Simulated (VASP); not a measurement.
Runs of VASP 6.6.1 on SiC. The structure is that of space group P6_3mc (No. 186), or close to it. The cells are those of the table. 

| level | cell | k mesh | gap on the mesh (eV) | pressure (GPa) | largest force (eV/Å) |
| --- | --- | --- | --- | --- | --- |
| PBE | a = 3.153, b = 3.153, c = 5.174 Å, angles 90.0, 90.0, 120.0°, 4 atoms | 9 × 9 × 4 | 2.40 | -11.1 | 0.01 |
| PBE | a = 3.092, b = 3.092, c = 5.074 Å, angles 90.0, 90.0, 120.0°, 4 atoms | 9 × 9 × 4 | 2.30 | (b) | - |
| PBE | a = 3.123, b = 3.123, c = 5.125 Å, angles 90.0, 90.0, 120.0°, 4 atoms | 9 × 9 × 4 | 2.35 | (d) | 0.01 |
| PBE | a = 3.075, b = 3.075, c = 5.048 Å, angles 90.0, 90.0, 120.0°, 4 atoms | 12 × 12 × 6 | (a) | 3.5 | - |
| r2SCAN | a = 3.136, b = 3.136, c = 5.147 Å, angles 90.0, 90.0, 120.0°, 4 atoms | 9 × 9 × 4 | 2.74 | -12.0 | 0.01 |
| r2SCAN | a = 3.013, b = 3.013, c = 4.945 Å, angles 90.0, 90.0, 120.0°, 4 atoms | 9 × 9 × 4 | 2.57 | (c) | 0.01 |

Alike in all rows: task single point; potentials or basis VASP PAW PBE potentials, release 64 (Si, C); no spin polarisation; cutoff (eV) 520; smearing gaussian 0.01 eV.

Q: Fill in the values left out.

A: (a) 2.27; (b) 0.0; (c) 15.6; (d) -6.0.

Caveats: the PAW data sets were made with another functional, which shifts forces and pressure a little (some runs).

A k mesh can miss the band edges.
